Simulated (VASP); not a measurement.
# In (P6_3/mmc) in VASP: a series of runs

In is run at these levels: LDA; tasks: relaxation of cell and atoms, single point.

All numbers are computed with VASP 6.6.1; they aren't measurements. Logs are shortened: lines on timing, memory, paths and dates and some standing lists are left out, and cuts for length are marked.

## (1) The cell of the first run

Symmetry: P6_3/mmc, No. 194, hexagonal system. The conventional cell has a = 3.331 Å, b = 3.331 Å, c = 5.440 Å, α = 90.00°, β = 90.00°, γ = 120.00°. Within 4.4 Å of In (site symmetry -6m2) lie 12 In at 3.33 Å.

This isn't the form of In at room conditions, which is tetragonal.

## (2) Relaxation of cell and atoms, LDA

INCAR reads:

```
SYSTEM = In
PREC     = Accurate       ! precision mode
ENCUT    = 600            ! plane-wave cutoff, eV
EDIFF    = 1E-6           ! SCF threshold, eV
ISMEAR   = -1             ! smearing method
SIGMA    = 0.1            ! smearing width, eV
LREAL    = .False.        ! projectors in reciprocal space
LASPH    = .True.         ! aspherical terms in the spheres
NELM     = 60             ! most SCF steps
ALGO     = Normal         ! electronic algorithm
ISIF     = 3              ! what is computed and relaxed
LWAVE    = .False.        ! write WAVECAR
LCHARG   = .False.        ! write CHGCAR
GGA      = CA             ! functional
IBRION   = 2              ! ionic algorithm
NSW      = 80             ! ionic steps
EDIFFG   = -0.01          ! ionic threshold
```

KPOINTS reads:

```
regular mesh
0
Gamma
  11 11 6
  0 0 0
```

POSCAR reads:

```
In
1.0
    3.3313943041      0.0000000000      0.0000000000
   -1.6656971520      2.8850720974      0.0000000000
    0.0000000000      0.0000000000      5.4401668986
In
2
Direct
    0.3333333333      0.6666666667      0.2500000000
    0.6666666667      0.3333333333      0.7500000000
```

Potentials or basis: VASP PAW LDA potentials, release 64 (In_d).

Run with:

```sh
> cat potpaw_LDA.64/In_d/POTCAR > POTCAR
> mpirun -np 1 vasp_std > vasp.out
```

OUTCAR:

```text
SYSTEM = In
   PREC = Accurate
   ENCUT = 600
   EDIFF = 1E-6
   ISMEAR = -1
   LREAL = .False.
   LASPH = .True.
   NELM = 60
   ISIF = 3
   GGA = CA
   IBRION = 2
   NSW = 80
   EDIFFG = -0.01

 ion  position               nearest neighbor table
   1  0.333  0.667  0.250-   2 3.33   2 3.33   2 3.33   2 3.33   2 3.33   2 3.33
   2  0.667  0.333  0.750-   1 3.33   1 3.33   1 3.33   1 3.33   1 3.33   1 3.33

  LATTYP: Found a hexagonal cell.
 ALAT       =     3.3313943041
 C/A-ratio  =     1.6330000000

  Lattice vectors:

 A1 = (   3.3313943041,   0.0000000000,   0.0000000000)
 A2 = (  -1.6656971520,   2.8850720974,   0.0000000000)
 A3 = (   0.0000000000,   0.0000000000,   5.4401668986)

Analysis of symmetry for initial positions (statically):
=====================================================================
 Subroutine PRICEL returns:
 Original cell was already a primitive cell.

 Routine SETGRP: Setting up the symmetry group for a
 hexagonal supercell.

 Subroutine GETGRP returns: Found 24 space group operations
 (whereof 12 operations were pure point group operations)
 out of a pool of 24 trial point group operations.

The static configuration has the point symmetry D_3d.
 The point group associated with its full space group is D_6h.

Analysis of symmetry for dynamics (positions and initial velocities):
=====================================================================
 Subroutine PRICEL returns:
 Original cell was already a primitive cell.

 Routine SETGRP: Setting up the symmetry group for a
 hexagonal supercell.

 Subroutine GETGRP returns: Found 24 space group operations
 (whereof 12 operations were pure point group operations)
 out of a pool of 24 trial point group operations.

The dynamic configuration has the point symmetry D_3d.
 The point group associated with its full space group is D_6h.

 Subroutine INISYM returns: Found 24 space group operations
 (whereof 12 operations are pure point group operations),
 and found     1 'primitive' translations

----------------------------------------------------------------------------------------

                                     Primitive cell

  volume of cell :      52.2871

  direct lattice vectors                    reciprocal lattice vectors
     3.331394304  0.000000000  0.000000000     0.300174614  0.173305894  0.000000000
    -1.665697152  2.885072097  0.000000000     0.000000000  0.346611789  0.000000000
     0.000000000  0.000000000  5.440166899     0.000000000  0.000000000  0.183817890

  length of vectors
     3.331394304  3.331394304  5.440166899     0.346611789  0.346611789  0.183817890

  position of ions in fractional coordinates (direct lattice)
     0.333333333  0.666666667  0.250000000
     0.666666667  0.333333333  0.750000000

  ion indices of the primitive-cell ions
   primitive index   ion index
                 1           1
                 2           2

----------------------------------------------------------------------------------------

 KPOINTS: regular mesh

Automatic generation of k-mesh.
 Grid dimensions read from file:
 generate k-points for:   11   11    6

 Generating k-lattice:

  Cartesian coordinates                     Fractional coordinates (reciprocal lattice)
     0.027288601  0.015755081  0.000000000     0.090909091 -0.000000000  0.000000000
     0.000000000  0.031510163  0.000000000     0.000000000  0.090909091  0.000000000
     0.000000000  0.000000000  0.030636315     0.000000000  0.000000000  0.166666667

  Length of vectors
     0.031510163  0.031510163  0.030636315

  Shift w.r.t. Gamma in fractional coordinates (k-lattice)
     0.000000000  0.000000000  0.000000000

 Subroutine IBZKPT returns following result:
 ===========================================

 Found     64 irreducible k-points:

 Following reciprocal coordinates:
            Coordinates               Weight
  0.000000  0.000000  0.000000      1.000000
  0.090909 -0.000000  0.000000      6.000000
  0.181818  0.000000  0.000000      6.000000
  0.272727  0.000000  0.000000      6.000000
  0.363636  0.000000  0.000000      6.000000
  0.454545  0.000000  0.000000      6.000000
[... 16 lines left out ...]
  0.090909  0.090909  0.166667     12.000000
  0.181818  0.090909  0.166667     24.000000
 [... further k-points ...]
   k-points           NKPTS =     64   k-points in BZ     NKDIM =     64   number of bands    NBANDS=     17
   number of dos      NEDOS =    301   number of ions     NIONS =      2
   total plane-waves  NPLWV =  37632
   dimension x,y,z NGX =    28 NGY =   28 NGZ =   48
   dimension x,y,z NGXF=    56 NGYF=   56 NGZF=   96
   ions per type =               2
   NGX,Y,Z   is equivalent  to a cutoff of  13.97, 13.97, 14.67 a.u.
   NGXF,Y,Z  is equivalent  to a cutoff of  27.95, 27.95, 29.34 a.u.
 SYSTEM =  In
   PREC   = accura    normal or accurate (medium, high low for compatibility)
   ISTART =      0    job   : 0-new  1-cont  2-samecut
   ICHARG =      2    charge: 1-file 2-atom 10-const
   ISPIN  =      1    spin polarized calculation?
   LNONCOLLINEAR =      F non collinear calculations
   LSORBIT =      F    spin-orbit coupling
   LASPH  =      T    aspherical Exc in radial PAW
   ENCUT  =  600.0 eV  44.10 Ry    6.64 a.u.   6.65  6.65 10.87*2*pi/ulx,y,z
   NELM   =     60;   NELMIN=  2; NELMDL= -5     # of ELM steps
   EDIFF  = 0.1E-05   stopping-criterion for ELM
   LREAL  =      F    real-space projection
   EDIFFG = -.1E-01   stopping-criterion for IOM
   NSW    =     80    number of steps for IOM
   IBRION =      2    ionic relax: 0-MD 1-quasi-New 2-CG
   NFREE  =      1    steps in history (QN), initial steepest desc. (CG)
   ISIF   =      3    stress and relaxation
   ISYM   =      2    0-nonsym 1-usesym 2-fastsym
   POTIM  = 0.5000    time-step for ionic-motion
   TEBEG  =    0.0;   TEEND  =   0.0 temperature during run
   PSTRESS=    0.0 pullay stress
   NELECT =      26.0000    total number of electrons
   NUPDOWN=      -1.0000    fix difference up-down
   EMIN   =  10.00;   EMAX   =-10.00  energy-range for DOS
   EFERMI =   0.00;   METHOD = LEGACY
   ISMEAR =    -1;   SIGMA  =   0.10  broadening in eV -4-tet -1-fermi 0-gaus
   EFERMI_NEDOS =   21; number of points for ismear=-14 and -15
   IALGO  =     38    algorithm
   IMIX   =      4    mixing-type and parameters
     AMIX     =   0.40;   BMIX     =  1.00
     AMIX_MAG =   1.60;   BMIX_MAG =  1.00
  volume/ion in A,a.u.               =      26.14       176.43
  Fermi-wavevector in a.u.,A,eV,Ry     =   1.296983  2.450943 22.887245  1.682165
  Thomas-Fermi vector in A             =   2.428405
   LORBIT       =      0    0 simple, 1 ext, 2 COOP (PROOUT), +10 PAW based schemes
   GGA     = CA    functional components
   LHFCALC =     F    Hartree Fock is set to
   AEXX    =    0.0000 exact exchange contribution
   IVDW    =     0    specifies the selected vdW correction
   LEPSILON=     F    determine dielectric tensor
   LRPA    =     F    only Hartree local field effects (RPA)
 conjugate gradient relaxation of ions
 non-spin polarized calculation
  energy-cutoff  :      600.00
  volume of cell :       52.29
 maximum number of plane-waves:      1768
 NGX is ok and might be reduce to    28
   NGX = 13   NGY = 13   NGZ = 21

--------------------------------------- Ionic step        1  -------------------------------------------

 number of electron      26.0000002 magnetization

 Free energy of the ion-electron system (eV)
  ---------------------------------------------------
  ext. energy  EPLUGINS =         0.00000000
  ---------------------------------------------------
  free energy    TOTEN  =        -6.41988437 eV

  energy without entropy =       -6.39099046  energy(sigma->0) =       -6.40543742

------------------------ aborting loop because EDIFF is reached ----------------------------------------

  FORCE on cell =-STRESS in cart. coord.  units (eV):
  Direction    XX          YY          ZZ          XY          YZ          ZX
  --------------------------------------------------------------------------------------
  -------------------------------------------------------------------------------------
  Total       -0.7111102     -0.7111102     -0.7954819     -0.0000000      0.0000000      0.0000000
  in kB      -21.7897658    -21.7897658    -24.3750744     -0.0000000      0.0000000      0.0000000
  external PRESSURE =     -22.6515353 kB  Pullay stress =       0.0000000 kB

 VOLUME and BASIS-vectors are now :
 -----------------------------------------------------------------------------
  energy-cutoff  :      600.00
  volume of cell :       52.29
      direct lattice vectors                 reciprocal lattice vectors
     3.331394304  0.000000000  0.000000000     0.300174614  0.173305894  0.000000000
    -1.665697152  2.885072097  0.000000000     0.000000000  0.346611789  0.000000000
     0.000000000  0.000000000  5.440166899     0.000000000  0.000000000  0.183817890

 POSITION                                       TOTAL-FORCE (eV/Angst)
 -----------------------------------------------------------------------------------
     -0.00000      1.92338      1.36004        -0.000000      0.000000      0.000000
      1.66570      0.96169      4.08013         0.000000     -0.000000     -0.000000
 -----------------------------------------------------------------------------------
    total drift:                               -0.000000      0.000000      0.000000

  FREE ENERGIE OF THE ION-ELECTRON SYSTEM (eV)
  ---------------------------------------------------
  free  energy   TOTEN  =        -6.4198843706 eV

  energy  without entropy=       -6.3909904641  energy(sigma->0) =       -6.40543742

--------------------------------------- Ionic step        2  -------------------------------------------

 number of electron      26.0000000 magnetization

 Free energy of the ion-electron system (eV)
  ---------------------------------------------------
  ext. energy  EPLUGINS =         0.00000000
  ---------------------------------------------------
  free energy    TOTEN  =        -6.44065810 eV

  energy without entropy =       -6.41246838  energy(sigma->0) =       -6.42656324

 E-fermi :   7.8563     XC(G=0): -10.7911

 val. band max:        7.8424141508   @ k =   0.2727   0.0909   0.0000
 cond. band min:       7.9081282719   @ k =   0.3636   0.0909   0.3333
 fundamental gap:      0.0657141211
 Fermi energy:         7.8563415452

 k-point     1 :       0.0000    0.0000    0.0000
  band No.  band energies     occupation
      1      -6.8472      2.00000
      2      -6.7547      2.00000
      3      -6.7243      2.00000
      4      -6.7243      2.00000
      5      -6.6893      2.00000
      6      -6.6893      2.00000
[... 9 lines left out ...]
     16      18.4172      0.00000
     17      18.4172      0.00000

 k-point     2 :       0.0909   -0.0000    0.0000
  band No.  band energies     occupation
      1      -6.8350      2.00000
      2      -6.7657      2.00000
      3      -6.7050      2.00000
      4      -6.6972      2.00000
      5      -6.6866      2.00000
      6      -6.6636      2.00000
[... 9 lines left out ...]
     16      17.3934      0.00000
     17      18.9572      0.00000

 k-point     3 :       0.1818    0.0000    0.0000
  band No.  band energies     occupation
      1      -6.8517      2.00000
      2      -6.7482      2.00000
      3      -6.7024      2.00000
      4      -6.6818      2.00000
      5      -6.6614      2.00000
      6      -6.6308      2.00000
[... 392 lines left out ...]
 k-point    23 :       0.0909    0.0909    0.1667
  band No.  band energies     occupation
      1      -6.8180      2.00000
      2      -6.7776      2.00000
      3      -6.7251      2.00000
      4      -6.6909      2.00000
      5      -6.6735      2.00000
      6      -6.6388      2.00000
[... 9 lines left out ...]
     16      16.5664      0.00000
     17      17.3137      0.00000

 k-point    24 :       0.1818    0.0909    0.1667
  band No.  band energies     occupation
      1      -6.8463      2.00000
      2      -6.7716      2.00000
      3      -6.7388      2.00000
      4      -6.6830      2.00000
      5      -6.6752      2.00000
      6      -6.5939      2.00000
[... 9 lines left out ...]
     16      14.2450      0.00000
     17      16.0307      0.00000

 [... further k-points ...]
[... 5 lines left out ...]
  --------------------------------------------------------------------------------------
  -------------------------------------------------------------------------------------
  Total        0.0112896      0.0112896     -0.0188027      0.0000000     -0.0000000     -0.0000000
  in kB        0.3651209      0.3651209     -0.6081052      0.0000000     -0.0000000     -0.0000000
  external PRESSURE =       0.0407122 kB  Pullay stress =       0.0000000 kB

 VOLUME and BASIS-vectors are now :
 -----------------------------------------------------------------------------
  energy-cutoff  :      600.00
  volume of cell :       49.54
      direct lattice vectors                 reciprocal lattice vectors
     3.274251158 -0.000000000  0.000000000     0.305413345  0.176330477 -0.000000000
    -1.637125579  2.835584681 -0.000000000     0.000000000  0.352660954 -0.000000000
     0.000000000  0.000000000  5.335780546    -0.000000000  0.000000000  0.187414005

 POSITION                                       TOTAL-FORCE (eV/Angst)
 -----------------------------------------------------------------------------------
     -0.00000      1.89039      1.33395        -0.000000      0.000000     -0.000000
      1.63713      0.94519      4.00184         0.000000     -0.000000      0.000000
 -----------------------------------------------------------------------------------
    total drift:                               -0.000000      0.000000      0.000000

  FREE ENERGIE OF THE ION-ELECTRON SYSTEM (eV)
  ---------------------------------------------------
  free  energy   TOTEN  =        -6.4406581046 eV

  energy  without entropy=       -6.4124683753  energy(sigma->0) =       -6.42656324

 reached required accuracy - stopping structural energy minimisation
```

Run time: 2.2 min. Hardware: 1 thread of Intel Xeon 8259CL, shared host; peak memory 0.2 GiB.

Results:

```
Free energy                           : -6.4407 eV
Relaxed volume                        : 24.77 Å³/atom
Relaxed cell                          : a = 3.274 Å, b = 3.274 Å, c = 5.336 Å, α = 90.00°, β = 90.00°, γ = 120.00°
Space group after relaxing (to 0.1 Å) : P6_3/mmc (No. 194)
Energy gained by relaxing             : 10.4 meV/atom
Ionic steps                           : 2
Pressure after relaxing               : 0.0 GPa
Band gap on the k mesh                : zero (bands 13 and 14 overlap by 6.45 eV)
```

Step by step:
```csv
step,energy change (eV),largest force (eV/Å),pressure (GPa),volume (Å³)
1,0.0000,0.0000,-2.27,52.29
2,-0.0208,0.0000,0.00,49.54
```

Final structure:
```
In
1.0
     3.27425    0.00000    0.00000
    -1.63713    2.83558    0.00000
     0.00000    0.00000    5.33578
In
2
Direct
  0.33333 0.66667 0.25000
  0.66667 0.33333 0.75000
```

Levels at points of the mesh, in eV from the Fermi level:
```tsv
k point	band 9	band 10	band 11	band 12	band 13	band 14	band 15	band 16	band 17
(0.00, 0.00, 0.00)	-14.25	-14.25	-9.95	-4.38	-3.59	8.60	8.60	10.56	10.56
(0.00, 0.00, 0.50)	-14.33	-14.33	-8.49	-8.49	3.29	3.29	9.68	9.68	9.68
```

Caveat: spin-orbit coupling is left out, which moves the levels of the heavy elements.

## (3) Single point, LDA

This run uses another cell than the first one, of 24.73 Å³/atom.

INCAR reads:

```
  ALGO = Normal
  EDIFF = 1E-7
  ENCUT = 520
  GGA = CA
  ISIF = 2
  ISMEAR = -1
  LASPH = True
  LCHARG = False
  LREAL = False
  LWAVE = False
  NBANDS = 20
  NELM = 60
  PREC = Accurate
  SIGMA = 0.1
```

KPOINTS reads:

```
k-points
0
Gamma
  18 18 10
```

POSCAR reads:

```
In
1.0
    3.2733347749      0.0000000000      0.0000000000
   -1.6366673874      2.8347910701      0.0000000000
    0.0000000000      0.0000000000      5.3292037878
In
2
Direct
    0.3333333333      0.6666666667      0.2500000000
    0.6666666667      0.3333333333      0.7500000000
```

Potentials or basis: VASP PAW LDA potentials, release 64 (In_d).

Run with:

```sh
> cat potpaw_LDA.64/In_d/POTCAR > POTCAR
> mpirun -np 1 vasp_std > vasp.out
```

It took 3.1 min on 1 thread of Intel Xeon 8259CL, shared host; peak memory 0.27 GiB.

Results (log left out):

```yaml
Free_energy: -6.4269 eV
Pressure: 0.1 GPa
Band_gap_on_the_k_mesh: zero (bands 13 and 14 overlap by 6.68 eV)
```

Levels at points of the mesh, in eV from the Fermi level:
```csv
k point,band 10,band 11,band 12,band 13,band 14,band 15,band 16,band 17
"(0.00, 0.00, 0.00)",-14.27,-9.99,-4.39,-3.62,8.57,8.57,10.54,10.54
"(0.50, 0.00, 0.00)",-14.22,-5.07,-4.40,0.32,0.41,0.87,3.05,4.06
"(0.00, 0.00, 0.50)",-14.35,-8.52,-8.52,3.28,3.28,9.66,9.66,9.66
"(0.50, 0.00, 0.50)",-14.23,-3.70,-3.70,-2.84,-2.84,5.72,5.72,6.48
```

Caveat: spin-orbit coupling is left out, which moves the levels of the heavy elements.
